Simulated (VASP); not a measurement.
# KBr (I4/mmm) in VASP: further runs

The runs below take KBr through single point, with PBE.

Program: VASP 6.6.1. These are calculated values, not measurements. Logs are shortened: lines on timing, memory, paths and dates and some standing lists are left out, and cuts for length are marked.

## 1. The cell of the first run

The structure is tetragonal, space group I4/mmm (No. 139). The conventional cell has a = 4.773 Å, b = 4.773 Å, c = 6.914 Å, α = 90.00°, β = 90.00°, γ = 90.00°. Within 4.4 Å of K (site symmetry 4/mmm) lie 6 Br at 3.37 to 3.46 Å. Br (site symmetry 4/mmm) has 6 K at 3.37 to 3.46 Å within 4.4 Å.

## 2. Single point, PBE (strain +0.025 along x and y, +0.050 along z)

File INCAR:

```
SYSTEM = KBr
PREC     = Accurate       ! precision mode
ENCUT    = 520            ! plane-wave cutoff, eV
EDIFF    = 1E-6           ! SCF threshold, eV
ISMEAR   = 0              ! smearing method
SIGMA    = 0.05           ! smearing width, eV
LREAL    = .FALSE.        ! projectors in reciprocal space
LASPH    = .TRUE.         ! aspherical terms in the spheres
NELM     = 100            ! most SCF steps
ALGO     = Normal         ! electronic algorithm
ISIF     = 2              ! what is computed and relaxed
LWAVE    = .FALSE.        ! write WAVECAR
LCHARG   = .TRUE.         ! write CHGCAR
GGA      = PE             ! functional
LELF     = .TRUE.         ! ELF
LVHAR    = .TRUE.       
NBANDS   = 15             ! bands
```

File KPOINTS:

```
regular mesh
0
G
  6 6 6
  0 0 0
```

File POSCAR:

```
KBr
1.0
    0.0000000000      3.3748125000      3.4571250000
    3.3748125000      0.0000000000      3.4571250000
    3.3748125000      3.3748125000      0.0000000000
K Br
1 1
Direct
    0.0000000000      0.0000000000      0.0000000000
    0.5000000000      0.5000000000      0.5000000000
```

Potentials or basis: VASP PAW PBE potentials, release 64 (K_sv, Br).

The run is started by

```console
> cat potpaw_PBE.64/K_sv/POTCAR potpaw_PBE.64/Br/POTCAR > POTCAR
> mpirun -np 1 vasp_std > vasp.out
```

OUTCAR:

```text
SYSTEM = KBr
   PREC = Accurate
   ENCUT = 520
   EDIFF = 1E-6
   ISMEAR = 0
   LREAL = .FALSE.
   LASPH = .TRUE.
   NELM = 100
   ISIF = 2
   GGA = PE

 ion  position               nearest neighbor table
   1  0.000  0.000  0.000-
   2  0.500  0.500  0.500-

  LATTYP: Found a body centered tetragonal cell.
 ALAT       =     4.7727056080
 C/A-ratio  =     1.4487065761

  Lattice vectors:

 A1 = (  -3.3748125000,   0.0000000000,   3.4571250000)
 A2 = (   3.3748125000,   0.0000000000,   3.4571250000)
 A3 = (   0.0000000000,   3.3748125000,  -3.4571250000)

Analysis of symmetry for initial positions (statically):
=====================================================================
 Subroutine PRICEL returns:
 Original cell was already a primitive cell.

 Routine SETGRP: Setting up the symmetry group for a
 body centered tetragonal supercell.

 Subroutine GETGRP returns: Found 16 space group operations
 (whereof 16 operations were pure point group operations)
 out of a pool of 16 trial point group operations.

The static configuration has the point symmetry D_4h.

Analysis of symmetry for dynamics (positions and initial velocities):
=====================================================================
 Subroutine PRICEL returns:
 Original cell was already a primitive cell.

 Routine SETGRP: Setting up the symmetry group for a
 body centered tetragonal supercell.

 Subroutine GETGRP returns: Found 16 space group operations
 (whereof 16 operations were pure point group operations)
 out of a pool of 16 trial point group operations.

The dynamic configuration has the point symmetry D_4h.

 Subroutine INISYM returns: Found 16 space group operations
 (whereof 16 operations are pure point group operations),
 and found     1 'primitive' translations

----------------------------------------------------------------------------------------

                                     Primitive cell

  volume of cell :      78.7489

  direct lattice vectors                    reciprocal lattice vectors
     0.000000000  3.374812500  3.457125000    -0.148156379  0.148156379  0.144628846
     3.374812500  0.000000000  3.457125000     0.148156379 -0.148156379  0.144628846
     3.374812500  3.374812500  0.000000000     0.148156379  0.148156379 -0.144628846

  length of vectors
     4.831259947  4.831259947  4.772705608     0.254594046  0.254594046  0.254594046

  position of ions in fractional coordinates (direct lattice)
     0.000000000  0.000000000  0.000000000
     0.500000000  0.500000000  0.500000000

  ion indices of the primitive-cell ions
   primitive index   ion index
                 1           1
                 2           2

----------------------------------------------------------------------------------------

 KPOINTS: regular mesh

Automatic generation of k-mesh.
 Grid dimensions read from file:
 generate k-points for:    6    6    6

 Generating k-lattice:

  Cartesian coordinates                     Fractional coordinates (reciprocal lattice)
    -0.024692730  0.024692730  0.024104808     0.166666667  0.000000000  0.000000000
     0.024692730 -0.024692730  0.024104808     0.000000000  0.166666667  0.000000000
     0.024692730  0.024692730 -0.024104808     0.000000000  0.000000000  0.166666667

  Length of vectors
     0.042432341  0.042432341  0.042432341

  Shift w.r.t. Gamma in fractional coordinates (k-lattice)
     0.000000000  0.000000000  0.000000000

 Subroutine IBZKPT returns following result:
 ===========================================

 Found     30 irreducible k-points:

 Following reciprocal coordinates:
            Coordinates               Weight
  0.000000  0.000000  0.000000      1.000000
  0.166667  0.000000  0.000000      8.000000
  0.333333 -0.000000  0.000000      8.000000
  0.500000  0.000000  0.000000      4.000000
  0.166667  0.166667  0.000000      2.000000
  0.333333  0.166667  0.000000      8.000000
[... 16 lines left out ...]
  0.333333  0.000000  0.333333      4.000000
  0.500000  0.000000  0.333333     16.000000
 [... further k-points ...]
   k-points           NKPTS =     30   k-points in BZ     NKDIM =     30   number of bands    NBANDS=     15
   number of dos      NEDOS =    301   number of ions     NIONS =      2
   total plane-waves  NPLWV =  46656
   dimension x,y,z NGX =    36 NGY =   36 NGZ =   36
   dimension x,y,z NGXF=    72 NGYF=   72 NGZF=   72
   ions per type =               1   1
   NGX,Y,Z   is equivalent  to a cutoff of  12.39, 12.39, 12.54 a.u.
   NGXF,Y,Z  is equivalent  to a cutoff of  24.78, 24.78, 25.08 a.u.
 SYSTEM =  KBr
   PREC   = accura    normal or accurate (medium, high low for compatibility)
   ISTART =      0    job   : 0-new  1-cont  2-samecut
   ICHARG =      2    charge: 1-file 2-atom 10-const
   ISPIN  =      1    spin polarized calculation?
   LNONCOLLINEAR =      F non collinear calculations
   LSORBIT =      F    spin-orbit coupling
   LASPH  =      T    aspherical Exc in radial PAW
   ENCUT  =  520.0 eV  38.22 Ry    6.18 a.u.   8.98  8.98  8.87*2*pi/ulx,y,z
   NELM   =    100;   NELMIN=  2; NELMDL= -5     # of ELM steps
   EDIFF  = 0.1E-05   stopping-criterion for ELM
   LREAL  =      F    real-space projection
   EDIFFG = 0.1E-04   stopping-criterion for IOM
   NSW    =      0    number of steps for IOM
   IBRION =     -1    ionic relax: 0-MD 1-quasi-New 2-CG
   NFREE  =      0    steps in history (QN), initial steepest desc. (CG)
   ISIF   =      2    stress and relaxation
   ISYM   =      2    0-nonsym 1-usesym 2-fastsym
   POTIM  = 0.5000    time-step for ionic-motion
   TEBEG  =    0.0;   TEEND  =   0.0 temperature during run
   PSTRESS=    0.0 pullay stress
   NELECT =      16.0000    total number of electrons
   NUPDOWN=      -1.0000    fix difference up-down
   EMIN   =  10.00;   EMAX   =-10.00  energy-range for DOS
   EFERMI =   0.00;   METHOD = LEGACY
   ISMEAR =     0;   SIGMA  =   0.05  broadening in eV -4-tet -1-fermi 0-gaus
   EFERMI_NEDOS =   21; number of points for ismear=-14 and -15
   IALGO  =     38    algorithm
   IMIX   =      4    mixing-type and parameters
     AMIX     =   0.40;   BMIX     =  1.00
     AMIX_MAG =   1.60;   BMIX_MAG =  1.00
  volume/ion in A,a.u.               =      39.37       265.71
  Fermi-wavevector in a.u.,A,eV,Ry     =   0.962425  1.818719 12.602547  0.926261
  Thomas-Fermi vector in A             =   2.091882
   LORBIT       =      0    0 simple, 1 ext, 2 COOP (PROOUT), +10 PAW based schemes
   GGA     = PE    functional components
   LHFCALC =     F    Hartree Fock is set to
   AEXX    =    0.0000 exact exchange contribution
   IVDW    =     0    specifies the selected vdW correction
   LEPSILON=     F    determine dielectric tensor
   LRPA    =     F    only Hartree local field effects (RPA)
 non-spin polarized calculation
 Gauss-broadening in eV      SIGMA  =   0.05
  energy-cutoff  :      520.00
  volume of cell :       78.75
 maximum number of plane-waves:      2140
   NGX = 17   NGY = 17   NGZ = 17

 number of electron      16.0000003 magnetization

 Free energy of the ion-electron system (eV)
  ---------------------------------------------------
  ext. energy  EPLUGINS =         0.00000000
  ---------------------------------------------------
  free energy    TOTEN  =        -6.21678822 eV

  energy without entropy =       -6.21678822  energy(sigma->0) =       -6.21678822

 E-fermi :  -1.8218     XC(G=0):  -7.0123

 val. band max:       -2.0770645373   @ k =   0.0000   0.0000   0.0000
 cond. band min:       2.1230660373   @ k =   0.0000   0.0000   0.0000
 fundamental gap:      4.2001305746
 Fermi energy:        -1.8218189195

 k-point     1 :       0.0000    0.0000    0.0000
  band No.  band energies     occupation
      1     -30.0641      2.00000
      2     -14.2691      2.00000
      3     -13.5374      2.00000
      4     -13.5333      2.00000
      5     -13.5333      2.00000
      6      -2.0795      2.00000
      7      -2.0771      2.00000
      8      -2.0771      2.00000
      9       2.1231      0.00000
     10       5.4026      0.00000
     11       5.5378      0.00000
     12       5.5378      0.00000
     13       6.2115      0.00000
     14       6.3096      0.00000
     15       9.2794      0.00000

 k-point     2 :       0.1667    0.0000    0.0000
  band No.  band energies     occupation
      1     -30.0633      2.00000
      2     -14.3180      2.00000
      3     -13.5379      2.00000
      4     -13.5339      2.00000
      5     -13.4723      2.00000
      6      -2.3889      2.00000
      7      -2.1489      2.00000
      8      -2.1472      2.00000
      9       2.7230      0.00000
     10       5.3315      0.00000
     11       5.7507      0.00000
     12       5.8295      0.00000
     13       6.5145      0.00000
     14       6.6209      0.00000
     15      10.0583      0.00000

 k-point     3 :       0.3333   -0.0000    0.0000
  band No.  band energies     occupation
      1     -30.0616      2.00000
      2     -14.3988      2.00000
      3     -13.5410      2.00000
      4     -13.5352      2.00000
      5     -13.3649      2.00000
      6      -2.8814      2.00000
      7      -2.2818      2.00000
      8      -2.2805      2.00000
      9       3.8377      0.00000
     10       5.4301      0.00000
     11       6.5409      0.00000
     12       6.6111      0.00000
     13       7.2803      0.00000
     14       7.4077      0.00000
     15       8.8902      0.00000
[... 343 lines left out ...]
 k-point    23 :       0.3333    0.0000    0.3333
  band No.  band energies     occupation
      1     -30.0607      2.00000
      2     -14.2889      2.00000
      3     -13.5547      2.00000
      4     -13.5540      2.00000
      5     -13.4829      2.00000
      6      -2.7886      2.00000
      7      -2.2938      2.00000
      8      -2.2777      2.00000
      9       4.1403      0.00000
     10       4.1531      0.00000
     11       6.8763      0.00000
     12       7.1597      0.00000
     13       7.5791      0.00000
     14       7.6277      0.00000
     15       8.3502      0.00000

 k-point    24 :       0.5000    0.0000    0.3333
  band No.  band energies     occupation
      1     -30.0599      2.00000
      2     -14.2679      2.00000
      3     -13.5727      2.00000
      4     -13.5559      2.00000
      5     -13.4928      2.00000
      6      -2.7814      2.00000
      7      -2.4506      2.00000
      8      -2.3403      2.00000
      9       4.2249      0.00000
     10       4.9998      0.00000
     11       6.5268      0.00000
     12       7.2939      0.00000
     13       7.3612      0.00000
     14       8.0849      0.00000
     15       8.5232      0.00000

 [... further k-points ...]

------------------------ aborting loop because EDIFF is reached ----------------------------------------

  FORCE on cell =-STRESS in cart. coord.  units (eV):
  Direction    XX          YY          ZZ          XY          YZ          ZX
  --------------------------------------------------------------------------------------
  -------------------------------------------------------------------------------------
  Total       -0.1659384     -0.1659384     -0.3872966      0.0000000     -0.0000000      0.0000000
  in kB       -3.3760825     -3.3760825     -7.8797045      0.0000000     -0.0000000      0.0000000
  external PRESSURE =      -4.8772899 kB  Pullay stress =       0.0000000 kB

 VOLUME and BASIS-vectors are now :
 -----------------------------------------------------------------------------
  energy-cutoff  :      520.00
  volume of cell :       78.75
      direct lattice vectors                 reciprocal lattice vectors
     0.000000000  3.374812500  3.457125000    -0.148156379  0.148156379  0.144628846
     3.374812500  0.000000000  3.457125000     0.148156379 -0.148156379  0.144628846
     3.374812500  3.374812500  0.000000000     0.148156379  0.148156379 -0.144628846

 POSITION                                       TOTAL-FORCE (eV/Angst)
 -----------------------------------------------------------------------------------
      0.00000      0.00000      0.00000        -0.000000      0.000000      0.000000
      3.37481      3.37481      3.45713         0.000000     -0.000000     -0.000000
 -----------------------------------------------------------------------------------
    total drift:                                0.000000      0.000000      0.000000

  FREE ENERGIE OF THE ION-ELECTRON SYSTEM (eV)
  ---------------------------------------------------
  free  energy   TOTEN  =        -6.2167882184 eV

  energy  without entropy=       -6.2167882184  energy(sigma->0) =       -6.21678822
```

Run time: 32 s. Hardware: 1 thread of AMD EPYC 7R13, shared host; peak memory 0.18 GiB.

Results:

| Property | Result |
| --- | --- |
| Free energy | -6.2168 eV |
| Pressure | -0.5 GPa |
| Band gap on the k mesh | 4.20 eV |

Caveat: the cell differs from its parent crystal (strain +0.025 along x and y, +0.050 along z).

## 3. Single point, PBE (strain +0.050 along x and y, +0.025 along z)

File INCAR:

```
SYSTEM = KBr
ALGO     = Normal         ! electronic algorithm
EDIFF    = 1E-6           ! SCF threshold, eV
ENCUT    = 520            ! plane-wave cutoff, eV
GGA      = PE             ! functional
ISIF     = 2              ! what is computed and relaxed
ISMEAR   = 0              ! smearing method
LASPH    = .True.         ! aspherical terms in the spheres
LCHARG   = .True.         ! write CHGCAR
LELF     = .True.         ! ELF
LREAL    = .False.        ! projectors in reciprocal space
LVHAR    = .True.       
LWAVE    = .False.        ! write WAVECAR
NBANDS   = 15             ! bands
NELM     = 60             ! most SCF steps
PREC     = Accurate       ! precision mode
SIGMA    = 0.05           ! smearing width, eV
```

File KPOINTS:

```
k-points
0
Gamma
  6 6 6
  0 0 0
```

File POSCAR:

```
KBr
1.0
    0.0000000000      3.4571250000      3.3748125000
    3.4571250000      0.0000000000      3.3748125000
    3.4571250000      3.4571250000      0.0000000000
K Br
1 1
Direct
    0.0000000000      0.0000000000      0.0000000000
    0.5000000000      0.5000000000      0.5000000000
```

Potentials or basis: VASP PAW PBE potentials, release 64 (K_sv, Br).

The run is started by

```console
> cat potpaw_PBE.64/K_sv/POTCAR potpaw_PBE.64/Br/POTCAR > POTCAR
> mpirun -np 1 vasp_std > vasp.out
```

Run time: 32 s. Hardware: 1 thread of AMD EPYC 7R13, shared host; peak memory 0.19 GiB.

It converged, with:

```yaml
Free_energy: -6.2094 eV
Pressure: -0.7 GPa
Band_gap_on_the_k_mesh: 4.14 eV
```

Stress tensor (GPa, compression positive):
```
-0.88  0.00  0.00
 0.00 -0.88  0.00
 0.00  0.00 -0.45
```

Levels at points of the mesh, in eV from the valence-band top:
```tsv
k point	band 5	band 6	band 7	band 8	band 9	band 10	band 11	band 12
(0.00, 0.00, 0.00)	-11.51	0.00	0.00	0.00	4.14	7.51	7.51	7.64
(0.50, 0.00, 0.00)	-11.30	-0.97	-0.25	-0.25	6.34	7.78	9.43	9.45
(0.50, 0.50, 0.00)	-11.54	-0.68	-0.26	-0.26	5.94	6.81	8.97	9.19
(0.50, 0.00, 0.50)	-11.53	-0.70	-0.25	-0.23	5.97	6.77	8.84	9.14
```

Caveat: the cell differs from its parent crystal (strain +0.050 along x and y, +0.025 along z).
